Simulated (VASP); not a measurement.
Wanted: the native input for a VASP 6.6.1 run.

| Quantity | Value |
| --- | --- |
| Task | relaxation of cell and atoms |
| Functional | PBE |
| Potentials or basis | VASP PAW PBE potentials, release 64 (Au) |
| Cutoff | 600 eV |
| k mesh | 8 × 8 × 8 |
| Occupations | gaussian, width 0.1 eV |
| Spin | no spin polarisation |
| Target pressure | 10 GPa |
| Dipole correction | no |
| Further INCAR settings | ALGO = Normal; EDIFF = 1e-06; IBRION = 2; EDIFFG = -0.01; NSW = 80; ISIF = 3 |

The structure of Au lies in POSCAR:

```
Au
1.0
    0.0000000000      2.8000000000      2.8000000000
    2.8000000000      0.0000000000      2.8000000000
    2.8000000000      2.8000000000      0.0000000000
Au
2
Direct
    0.0000000000      0.0000000000      0.0000000000
    0.2500000000      0.2500000000      0.2500000000
```

One way to write it, as run:

INCAR

```
SYSTEM = Au
  ALGO = Normal
  EDIFF = 1E-6
  EDIFFG = -0.01
  ENCUT = 600
  GGA = PE
  IBRION = 2
  ISIF = 3
  ISMEAR = 0
  LASPH = .True.
  LCHARG = .False.
  LREAL = .False.
  LWAVE = .False.
  NELM = 100
  NSW = 80
  PREC = Accurate
  PSTRESS = 100.0
  SIGMA = 0.1
```

KPOINTS

```
k-points
0
Gamma
  8 8 8
  0 0 0
```

Potentials or basis: VASP PAW PBE potentials, release 64 (Au).

Command:

```sh
$ cat potpaw_PBE.64/Au/POTCAR > POTCAR
$ mpirun -np 1 vasp_std > vasp.out
```

It gave:

```
Relaxed volume                                         : 25.60 Å³/atom
Relaxed cell                                           : a = 4.168 Å, b = 4.168 Å, c = 4.168 Å, α = 60.00°, β = 60.00°, γ = 60.00°
Space group after relaxing (to 0.05 Å)                 : Fd-3m (No. 227)
Energy change on relaxing (the enthalpy is what falls) : -465.2 meV/atom
Ionic steps                                            : 5
Pressure after relaxing                                : 10.0 GPa
Band gap on the k mesh                                 : zero (band 11 reaches 4.45 eV, above the bottom of band 12 at 3.81 eV)
```

Caveat: the cell is relaxed towards a set pressure, so the enthalpy falls and the energy may rise; the volume moved by over 15 % at a fixed basis, so the end points are rough; spin-orbit coupling is left out, which moves the levels of the heavy elements.

It took 56 s on 1 thread of Intel(R) Xeon(R) Platinum 8488C (Sapphire Rapids) (shared host), peak memory 0.2 GiB.
